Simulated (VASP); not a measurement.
Crystal: Ga.

```xyz
1
Lattice="2.7179 0.0000 0.0000 0.0000 2.7179 0.0000 0.0000 0.0000 2.7179" Properties=species:S:1:pos:R:3 pbc="T T T"
Ga    0.0000    0.0000    0.0000
```

| Item | Value |
| --- | --- |
| Program | VASP 6.6.1 |
| Task | relaxation of cell and atoms |
| Functional | r2SCAN |
| Potentials or basis | VASP PAW PBE potentials, release 64 (Ga_d) |
| Cutoff | 600 eV |
| k mesh | 20 × 20 × 20 |
| Occupations | gaussian, width 0.1 eV |
| Spin | no spin polarisation |

At the start: pressure -2.7 GPa; volume 20.08 Å³/atom.

Problem. How do energy, volume and symmetry change on relaxing?

Solution. Over 3 steps the energy falls by 9.6 meV/atom and the volume is 19.04 Å³/atom (-5.2 %); space group Pm-3m (No. 221, to 0.05 Å).

Step by step:
| step | energy change (eV) | largest force (eV/Å) | pressure (GPa) | volume (Å³) |
| --- | --- | --- | --- | --- |
| 1 | 0.0000 | 0.0000 | -2.72 | 20.08 |
| 2 | -0.0095 | 0.0000 | -0.20 | 19.10 |
| 3 | -0.0096 | 0.0000 | 0.05 | 19.04 |

Final structure:
```
Ga
1.0
     2.67042    0.00000    0.00000
     0.00000    2.67042    0.00000
     0.00000    0.00000    2.67042
Ga
1
Direct
  0.00000 0.00000 0.00000
```

Caveat: the PAW data sets were made with another functional, which shifts forces and pressure a little.
